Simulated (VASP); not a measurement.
Input of a VASP 6.6.1 run:

Contents of POSCAR:

```
BaTiO3
1.0
    3.9810086799      0.0000000000      0.0000000000
    0.0000000000      3.9810086799      0.0000000000
    0.0000000000      0.0000000000      3.9810086799
Ba Ti O
1 1 3
Direct
    0.5000000000      0.5000000000      0.5000000000
    0.0000000000      0.0000000000      0.0000000000
    0.5000000000      0.0000000000      0.0000000000
    0.0000000000      0.5000000000      0.0000000000
    0.0000000000      0.0000000000      0.5000000000
```

The input INCAR.step1:

```
SYSTEM = BaTiO3
PREC = Accurate
ENCUT = 600
ISMEAR = 0
SIGMA = 0.02
LREAL = .FALSE.
LASPH = .TRUE.
NELM = 100
GGA = PE
ALGO = Normal
EDIFF = 1E-4
LWAVE = .TRUE.
LCHARG = .FALSE.
```

Contents of INCAR.step2:

```
SYSTEM = BaTiO3
PREC = Accurate
ENCUT = 600
EDIFF = 1E-6
ISMEAR = 0
SIGMA = 0.02
LREAL = .FALSE.
LASPH = .TRUE.
NELM = 100
ALGO = Normal
ISIF = 3
LWAVE = .FALSE.
LCHARG = .FALSE.
METAGGA = R2SCAN
LMIXTAU = .TRUE.
IBRION = 2
NSW = 70
EDIFFG = -0.008
PSTRESS = 10.0
ISTART = 1
```

KPOINTS

```
Automatic mesh
0
G
  8 8 8
  0 0 0
```

Potentials or basis: VASP PAW PBE potentials, release 64 (Ba_sv, Ti_sv, O).

Command:

```sh
$ cat potpaw_PBE.64/Ba_sv/POTCAR potpaw_PBE.64/Ti_sv/POTCAR potpaw_PBE.64/O/POTCAR > POTCAR
$ cp INCAR.step1 INCAR
$ mpirun -np 1 vasp_std > vasp.out
$ cp INCAR.step2 INCAR
$ mpirun -np 1 vasp_std > vasp.out
```

**Question.** What does it give for the space group after relaxing (to 0.1 Å)?

**Answer.** Pm-3m (No. 221).

**Question.** Predict the relaxed cell.

**Answer.** a = 4.000 Å, b = 4.000 Å, c = 4.000 Å, α = 90.00°, β = 90.00°, γ = 90.00°.

**Question.** What does it give for the relaxed volume?

**Answer.** 12.80 Å³/atom.

**Question.** Estimate the band gap on the k mesh.

**Answer.** 2.14 eV (least direct gap 2.29 eV).

Step by step:
```tsv
step	energy change (eV)	largest force (eV/Å)	pressure (GPa)	volume (Å³)
1	0.0000	0.0000	3.76	63.09
2	-0.0100	0.0000	-1.97	65.10
3	-0.0135	0.0000	1.00	64.01
```

Caveat: the cell is relaxed towards a set pressure, so the run minimises the enthalpy, not the energy; the PAW data sets were made with another functional, which shifts forces and pressure a little; spin-orbit coupling is left out, which moves the levels of the heavy elements. A k mesh can miss the band edges.
